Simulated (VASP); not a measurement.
Crystal: SrO.

```
Sr O
1.0
     2.56630    2.56630    0.00000
    -2.56630    2.56630    0.00000
     0.00000    2.56630    2.56630
Sr O
1 1
Direct
  0.50000 0.50000 0.00000
  0.00000 0.00000 0.00000
```

| Quantity | Value |
| --- | --- |
| Program | VASP 6.6.1 |
| Task | relaxation of cell and atoms |
| Functional | r2SCAN |
| Potentials or basis | VASP PAW PBE potentials, release 64 (Sr_sv, O) |
| Cutoff | 600 eV |
| k mesh | 12 × 12 × 12 |
| Occupations | fermi-dirac, width 0.1 eV |
| Spin | no spin polarisation |

At the start: pressure 2.0 GPa; volume 16.90 Å³/atom.

Task: Where does the relaxation end?

Result: Over 3 steps the energy falls by 2.2 meV/atom and the volume is 17.25 Å³/atom (+2.1 %); space group Fm-3m (No. 225, to 0.05 Å).

Step by step:
| step | energy change (eV) | largest force (eV/Å) | pressure (GPa) | volume (Å³) |
| --- | --- | --- | --- | --- |
| 1 | 0.0000 | 0.0000 | 2.04 | 33.80 |
| 2 | -0.0033 | 0.0000 | -0.93 | 34.86 |
| 3 | -0.0044 | 0.0000 | 0.01 | 34.51 |

Final structure:
```yaml
crystal:
  lattice:
    - [2.58396, 2.58396, 0.00000]
    - [-2.58396, 2.58396, 0.00000]
    - [0.00000, 2.58396, 2.58396]
  atoms:
    - { symbol: Sr, position: [0.50000, 0.50000, 0.00000] }
    - { symbol: O, position: [0.00000, 0.00000, 0.00000] }
```

Caveat: the PAW data sets were made with another functional, which shifts forces and pressure a little.
